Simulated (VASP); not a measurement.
# Zr (Pm-3m) in VASP: a series of runs, part 2 of 2

VASP 6.6.1.

## 3. Single point, r2SCAN

This run uses another cell than the first one, of 24.51 Å³/atom, 0.893 times its volume.

Contents of POSCAR:

```
Zr
1.0
    2.9048939208      0.0000000000      0.0000000000
    0.0000000000      2.9048939208      0.0000000000
    0.0000000000      0.0000000000      2.9048939208
Zr
1
Direct
    0.0000000000      0.0000000000      0.0000000000
```

Contents of INCAR.step1:

```
ALGO = Normal
EDIFF = 1E-5
ENCUT = 550
GGA = PE
GGA_COMPAT = False
ISMEAR = -1
LASPH = True
LCHARG = False
LREAL = False
LWAVE = True
NBANDS = 12
NELM = 120
PREC = Accurate
SIGMA = 0.1
```

Contents of INCAR.step2:

```
ALGO = Normal
EDIFF = 1E-6
ENCUT = 550
GGA_COMPAT = False
ISIF = 2
ISMEAR = -1
ISTART = 1
LASPH = True
LCHARG = True
LELF = True
LMIXTAU = True
LREAL = False
LVHAR = True
LWAVE = False
METAGGA = R2SCAN
NBANDS = 12
NELM = 120
PREC = Accurate
SIGMA = 0.1
```

Contents of KPOINTS:

```
k-points
0
Gamma
  18 18 18
```

Potentials or basis: VASP PAW PBE potentials, release 64 (Zr_sv).

Command:

```
$ cat potpaw_PBE.64/Zr_sv/POTCAR > POTCAR
$ cp INCAR.step1 INCAR
$ mpirun -np 1 vasp_std > vasp.out
$ cp INCAR.step2 INCAR
$ mpirun -np 1 vasp_std > vasp.out
```

OUTCAR:

```text
EDIFF = 1E-6
   ENCUT = 550
   ISIF = 2
   ISMEAR = -1
   ISTART = 1
   LASPH = True
   LREAL = False
   METAGGA = R2SCAN
   NELM = 120
   PREC = Accurate

 ion  position               nearest neighbor table
   1  0.000  0.000  0.000-

  LATTYP: Found a simple cubic cell.
 ALAT       =     2.9048939208

  Lattice vectors:

 A1 = (   2.9048939208,   0.0000000000,   0.0000000000)
 A2 = (   0.0000000000,   2.9048939208,   0.0000000000)
 A3 = (   0.0000000000,   0.0000000000,   2.9048939208)

Analysis of symmetry for initial positions (statically):
=====================================================================
 Subroutine PRICEL returns:
 Original cell was already a primitive cell.

 Routine SETGRP: Setting up the symmetry group for a
 simple cubic supercell.

 Subroutine GETGRP returns: Found 48 space group operations
 (whereof 48 operations were pure point group operations)
 out of a pool of 48 trial point group operations.

The static configuration has the point symmetry O_h .

Analysis of symmetry for dynamics (positions and initial velocities):
=====================================================================
 Subroutine PRICEL returns:
 Original cell was already a primitive cell.

 Routine SETGRP: Setting up the symmetry group for a
 simple cubic supercell.

 Subroutine GETGRP returns: Found 48 space group operations
 (whereof 48 operations were pure point group operations)
 out of a pool of 48 trial point group operations.

The dynamic configuration has the point symmetry O_h .

 Subroutine INISYM returns: Found 48 space group operations
 (whereof 48 operations are pure point group operations),
 and found     1 'primitive' translations

----------------------------------------------------------------------------------------

                                     Primitive cell

  volume of cell :      24.5127

[... 107 lines left out ...]
  volume/ion in A,a.u.               =      24.51       165.42
  Fermi-wavevector in a.u.,A,eV,Ry     =   1.290243  2.438206 22.649999  1.664728
  Thomas-Fermi vector in A             =   2.422087
   LORBIT       =      0    0 simple, 1 ext, 2 COOP (PROOUT), +10 PAW based schemes
   METAGGA = R2SCAN    functional components
   LHFCALC =     F    Hartree Fock is set to
   AEXX    =    0.0000 exact exchange contribution
   IVDW    =     0    specifies the selected vdW correction
   LEPSILON=     F    determine dielectric tensor
   LRPA    =     F    only Hartree local field effects (RPA)
 non-spin polarized calculation
  energy-cutoff  :      550.00
  volume of cell :       24.51
 maximum number of plane-waves:       739
 NGX is ok and might be reduce to    24
   NGX = 11   NGY = 11   NGZ = 11

 number of electron      11.9999999 magnetization

 Free energy of the ion-electron system (eV)
  ---------------------------------------------------
  ext. energy  EPLUGINS =         0.00000000
  ---------------------------------------------------
  free energy    TOTEN  =       -21.81457983 eV

  energy without entropy =      -21.75925547  energy(sigma->0) =      -21.78691765

 E-fermi :   8.1413     XC(G=0): -11.6073

 val. band max:        8.1399254755   @ k =   0.4444   0.2222   0.1667
 cond. band min:       8.1496035288   @ k =   0.2778   0.1111   0.0556
 fundamental gap:      0.0096780532
 Fermi energy:         8.1412935871

 k-point     1 :       0.0000    0.0000    0.0000
  band No.  band energies     occupation
      1     -42.1844      2.00000
      2     -18.8771      2.00000
      3     -18.8771      2.00000
      4     -18.8771      2.00000
      5       2.7650      2.00000
      6       6.3110      2.00000
      7       6.3110      2.00000
      8      14.1243      0.00000
      9      14.1243      0.00000
     10      14.1243      0.00000
     11      21.8383      0.00000
     12      21.8383      0.00000
[... 331 lines left out ...]
 k-point    24 :       0.3333    0.1111    0.0000
  band No.  band energies     occupation
      1     -42.0474      2.00000
      2     -19.8558      2.00000
      3     -18.9457      2.00000
      4     -18.7761      2.00000
      5       5.2346      2.00000
      6       7.2262      1.99979
      7       8.3293      0.26466
      8      11.3147      0.00000
      9      11.6345      0.00000
     10      13.9151      0.00000
     11      17.6027      0.00000
     12      22.2763      0.00000

 [... further k-points ...]
[... 5 lines left out ...]
  --------------------------------------------------------------------------------------
  -------------------------------------------------------------------------------------
  Total        0.0315141      0.0315141      0.0315141     -0.0000000      0.0000000     -0.0000000
  in kB        2.0597994      2.0597994      2.0597994     -0.0000000      0.0000000     -0.0000000
  external PRESSURE =       2.0597994 kB  Pullay stress =       0.0000000 kB

 VOLUME and BASIS-vectors are now :
 -----------------------------------------------------------------------------
  energy-cutoff  :      550.00
  volume of cell :       24.51
      direct lattice vectors                 reciprocal lattice vectors
     2.904893921  0.000000000  0.000000000     0.344246650  0.000000000  0.000000000
     0.000000000  2.904893921  0.000000000     0.000000000  0.344246650  0.000000000
     0.000000000  0.000000000  2.904893921     0.000000000  0.000000000  0.344246650

 POSITION                                       TOTAL-FORCE (eV/Angst)
 -----------------------------------------------------------------------------------
      0.00000      0.00000      0.00000         0.000000      0.000000      0.000000
 -----------------------------------------------------------------------------------
    total drift:                                0.000000      0.000000      0.000000

  FREE ENERGIE OF THE ION-ELECTRON SYSTEM (eV)
  ---------------------------------------------------
  free  energy   TOTEN  =       -21.8145798316 eV

  energy  without entropy=      -21.7592554670  energy(sigma->0) =      -21.78691765
```

OSZICAR.step1:

```text
N       E                     dE             d eps       ncg     rms          rms(c)
DAV:   1     0.923337340716E+02    0.92334E+02   -0.71405E+03  5288   0.104E+03
DAV:   2    -0.462436042600E+01   -0.96958E+02   -0.93955E+02  6068   0.273E+02
DAV:   3    -0.781690174137E+01   -0.31925E+01   -0.30929E+01  7896   0.422E+01
DAV:   4    -0.788621687950E+01   -0.69315E-01   -0.68969E-01  6160   0.573E+00
DAV:   5    -0.788751940142E+01   -0.13025E-02   -0.13024E-02  7768   0.609E-01    0.100E+01
DAV:   6    -0.768343536684E+01    0.20408E+00   -0.31083E-01  5740   0.487E+00    0.423E+00
DAV:   7    -0.766509510367E+01    0.18340E-01   -0.12955E-01  6700   0.301E+00    0.781E-01
DAV:   8    -0.766980808072E+01   -0.47130E-02   -0.11636E-02  6472   0.121E+00    0.686E-02
DAV:   9    -0.766977050773E+01    0.37573E-04   -0.34658E-04  6408   0.163E-01    0.207E-02
DAV:  10    -0.766975894167E+01    0.11566E-04   -0.13393E-05  5344   0.372E-02    0.616E-03
DAV:  11    -0.766975718689E+01    0.17548E-05   -0.11786E-06  3128   0.823E-03
   1 F= -.76697572E+01 E0= -.76410062E+01  d E =-.575020E-01
```

It took 2.2 min on 1 thread of Intel Xeon Platinum 8259CL at 2.50GHz (Skylake/Cascade Lake), shared host; peak memory 0.19 GiB.

Results:

* Free energy: -21.8146 eV
* Pressure: 0.2 GPa
* Band gap on the k mesh: zero (band 6 reaches 9.21 eV, above the bottom of band 7 at 6.31 eV)

Levels at points of the mesh, in eV from the Fermi level:
| k point | band 2 | band 3 | band 4 | band 5 | band 6 | band 7 | band 8 | band 9 | band 10 | band 11 |
| --- | --- | --- | --- | --- | --- | --- | --- | --- | --- | --- |
| (0.00, 0.00, 0.00) | -27.02 | -27.02 | -27.02 | -5.38 | -1.83 | -1.83 | 5.98 | 5.98 | 5.98 | 13.70 |
| (0.50, 0.00, 0.00) | -28.32 | -26.90 | -26.90 | -2.08 | -0.93 | 0.23 | 2.83 | 2.83 | 6.30 | 9.72 |
| (0.50, 0.50, 0.00) | -28.13 | -28.13 | -26.79 | -3.18 | -0.29 | 3.51 | 3.51 | 5.21 | 5.21 | 7.85 |
| (0.50, 0.50, 0.50) | -27.96 | -27.96 | -27.96 | -1.51 | -1.51 | -1.51 | 6.74 | 8.06 | 8.06 | 11.30 |

Caveat: the PAW data sets were made with another functional, which shifts forces and pressure a little.
